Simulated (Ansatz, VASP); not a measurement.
Two plane-wave programs on Ag

File INCAR:

```
SYSTEM = Ag
PREC = Accurate
ENCUT = 520
EDIFF = 1E-6
ISMEAR = 0
SIGMA = 0.15
LREAL = .FALSE.
LASPH = .TRUE.
NELM = 80
ALGO = Normal
ISIF = 2
LWAVE = .FALSE.
LCHARG = .TRUE.
GGA = PS
LELF = .TRUE.
LVHAR = .TRUE.
NBANDS = 12
```

KPOINTS

```
regular mesh
0
G
  20 20 20
  0 0 0
```

Contents of POSCAR:

```
Ag
1.0
    0.0000000000      1.9920225000      2.1452550000
    1.9920225000      0.0000000000      2.1452550000
    1.9920225000      1.9920225000      0.0000000000
Ag
1
Direct
    0.0000000000      0.0000000000      0.0000000000
```

Input for Ansatz:

```yaml
crystal:
  lattice:
    - [0.0, 1.9920225, 2.145255]
    - [1.9920225, 0.0, 2.145255]
    - [1.9920225, 1.9920225, 0.0]
  atoms:
    - { symbol: Ag, position: [0.0, 0.0, 0.0] }
basis:
  ecutwfc: 420
kpoints:
  mp_grid: { grid: [20, 20, 20] }
hamiltonian:
  xc: pbesol
scf:
  occupations: { method: gaussian, width: 0.15 }
output:
  forces: true
  stress: true
  eigenvalues: true
  write_density: true
  write_potential: true
  elf: true
  volumetric_format: npy
```

Change from the starting cell: strain -0.025 along x and y, +0.050 along z, atoms carried along.

Alike in both runs: task single point; functional PBEsol; k mesh 20 × 20 × 20; occupations gaussian, width 0.15 eV; no spin polarisation.

|  | VASP | Ansatz |
| --- | --- | --- |
| version | VASP 6.6.1 | Ansatz 0.2.0 |
| potentials or method | VASP PAW PBE potentials, release 64 (Ag), cutoff 520 eV | scalar-relativistic, plane waves, PAW |
| valence electrons in the cell | 11 | 19 |

Ansatz gave:

| Quantity | Value |
| --- | --- |
| gap on the k mesh at the Fermi level (eV) | none |
| pressure (GPa) | -2.2 |
| traceless stress, the component that is largest in VASP (GPa) | -2.47 |

Question: What did VASP give for the same quantities?

Answer: gap on the k mesh at the Fermi level (eV): none; pressure (GPa): -2.4; traceless stress, the component that is largest in VASP (GPa): -2.46.

VASP's potentials were made for PBE, not for PBEsol. A gap of «none» marks a metal or a gap that the smearing closes. With one functional, cell and mesh, what is left measures potentials, basis and numerics. VASP's potentials hold 11 valence electrons a cell and Ansatz's 19, so a difference there can come from the potentials and not from the codes.
